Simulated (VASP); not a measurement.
Here is a VASP 6.6.1 calculation.

INCAR

```
ALGO = Normal
EDIFF = 1E-7
EDIFFG = -0.005
ENCUT = 600
GGA = PE
IBRION = 2
ISIF = 3
ISMEAR = 0
LASPH = True
LCHARG = False
LREAL = False
LWAVE = False
NELM = 80
NSW = 100
PREC = Accurate
SIGMA = 0.1
```

KPOINTS

```
k-points
0
Gamma
  16 16 16
```

POSCAR

```
TiC
1.0
    0.0000000000      2.1640000000      2.1640000000
    2.1640000000      0.0000000000      2.1640000000
    2.1640000000      2.1640000000      0.0000000000
Ti C
1 1
Direct
    0.0000000000      0.0000000000      0.0000000000
    0.5000000000      0.5000000000      0.5000000000
```

Potentials or basis: VASP PAW PBE potentials, release 64 (Ti_sv, C).

Run with:

```sh
$ cat potpaw_PBE.64/Ti_sv/POTCAR potpaw_PBE.64/C/POTCAR > POTCAR
$ mpirun -np 1 vasp_std > vasp.out
```

**Question.** What does it give for the space group after relaxing (to 0.05 Å)?

**Answer.** Fm-3m (No. 225).

**Question.** Estimate the relaxed cell.

**Answer.** a = 3.064 Å, b = 3.064 Å, c = 3.064 Å, α = 60.00°, β = 60.00°, γ = 60.00°.

**Question.** Estimate the band gap on the k mesh.

**Answer.** Zero (band 8 reaches 10.09 eV, above the bottom of band 9 at 8.99 eV).

Step by step:
| step | energy change (eV) | largest force (eV/Å) | pressure (GPa) | volume (Å³) |
| --- | --- | --- | --- | --- |
| 1 | 0.0000 | 0.0000 | 0.98 | 20.27 |
| 2 | 0.0002 | 0.0000 | -1.22 | 20.45 |
| 3 | -0.0002 | 0.0000 | 0.01 | 20.35 |

PBE usually gives volumes a little too large and moduli too small. Zero-point motion and thermal expansion aren't in these numbers.
